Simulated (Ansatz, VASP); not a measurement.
**Nb2MoN3: VASP beside Ansatz**

```xyz
6
Lattice="2.6690 1.5410 2.9363 -2.6690 1.5410 2.9363 0.0000 -3.0819 2.9363" Properties=species:S:1:pos:R:3 pbc="T T T"
Nb    0.0000    0.0000    5.9840
Nb    0.0000    0.0000    2.8248
Mo    0.0000    0.0000    0.0000
N     0.0000   -1.5410    1.4681
N     1.3345    0.7705    1.4681
N    -1.3345    0.7705    1.4681
```

Change from the starting cell: species swapped into the Pr2SiRh3 type (R-3m, No. 166).

Alike in both runs: functional PBE; k mesh 3 × 3 × 3; occupations gaussian, width 0.15 eV; collinear spin.

Ansatz relaxed the structure, and its values are those at the end. VASP's run is a single point on that final structure, the one shown.

```csv
,VASP,Ansatz
version,VASP 6.6.1,Ansatz 0.2.0
potentials or method,"VASP PAW PBE potentials, release 64 (Nb_sv, Mo_sv, N), cutoff 600 eV","scalar-relativistic, plane waves, PAW"
valence electrons in the cell,55,55
```

|  | VASP | Ansatz | Ansatz less VASP |
| --- | --- | --- | --- |
| gap on the k mesh at the Fermi level (eV) | none | none | - |
| pressure (GPa) | -0.2 | 0.1 | +0.28 |
| rms of the force components (eV/Å) | 0.010 | 0.001 | -0.0087 |
| net moment per atom (μB) | 0.00 | 0.00 | 0.000 |

A gap of «none» marks a metal or a gap that the smearing closes. Ansatz's warnings: seeded moment not kept.

The k mesh is coarse, so the values compare programs but aren't converged.
